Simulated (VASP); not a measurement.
Input of a VASP 6.6.1 run:

INCAR

```
ALGO = Normal ; EDIFF = 1E-6
EDIFFG = -0.005 ; ENCUT = 600
GGA = PE ; IBRION = 2
ISIF = 3 ; ISMEAR = -1
LASPH = True ; LCHARG = False
LREAL = False ; LWAVE = False
NELM = 60 ; NSW = 100
PREC = Accurate ; SIGMA = 0.05
```

File KPOINTS:

```
k-points
0
Gamma
  10 10 10
```

POSCAR

```
GaSb
1.0
    0.0000000000      2.7216090333      2.7216090333
    2.7216090333      0.0000000000      2.7216090333
    2.7216090333      2.7216090333      0.0000000000
Ga Sb
1 1
Direct
    0.0000000000      0.0000000000      0.0000000000
    0.5000000000      0.5000000000      0.5000000000
```

Potentials or basis: VASP PAW PBE potentials, release 64 (Ga_d, Sb).

The run is started by

```bash
$ cat potpaw_PBE.64/Ga_d/POTCAR potpaw_PBE.64/Sb/POTCAR > POTCAR
$ mpirun -np 1 vasp_std > vasp.out
```

Predict the relaxed volume.

24.45 Å³/atom.

Estimate the space group after relaxing (to 0.05 Å).

Fm-3m (No. 225).

What does it give for the band gap on the k mesh?

Zero (band 9 reaches 7.01 eV, above the bottom of band 10 at 3.94 eV).

What does it give for the relaxed cell?

a = 4.105 Å, b = 4.105 Å, c = 4.105 Å, α = 60.00°, β = 60.00°, γ = 60.00°.

Step by step:
```tsv
step	energy change (eV)	largest force (eV/Å)	pressure (GPa)	volume (Å³)
1	0.0000	0.0000	16.63	40.32
2	-0.2936	0.0000	-4.03	53.81
3	-0.3650	0.0000	0.12	48.72
4	-0.3650	0.0000	-0.03	48.90
```

Caveat: the volume moved by over 15 % at a fixed basis, so the end points are rough; spin-orbit coupling is left out, which moves the levels of the heavy elements.
